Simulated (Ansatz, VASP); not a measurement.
**One calculation of Ti, two programs**

```
Ti
1.0
     2.90754    0.00000    0.00000
     0.00000    4.11189    0.00000
     0.00000    0.00000   19.65357
Ti
4
Cartesian
  1.4538 2.0559 4.0000
  0.0000 0.0000 5.4538
  1.4538 2.0559 6.7598
  0.0000 0.0000 8.1536
```

Alike in both runs: task single point; functional PBE; k mesh 9 × 7 × 1; occupations gaussian, width 0.1 eV; no spin polarisation.

```csv
,VASP,Ansatz
version,VASP 6.6.1,Ansatz 0.2.0
potentials or method,"VASP PAW PBE potentials, release 64 (Ti_sv), cutoff 520 eV","scalar-relativistic, plane waves, PAW"
valence electrons in the cell,48,48
```

```tsv
	VASP	Ansatz	Ansatz less VASP
gap on the k mesh at the Fermi level (eV)	none	none	-
rms of the force components (eV/Å)	0.140	0.137	-0.0029
work function, face that differs most (eV)	3.31	3.31	-0.001
```

Atom by atom the forces differ by 0.008 eV/Å (rms over components). A gap of «none» marks a metal or a gap that the smearing closes.
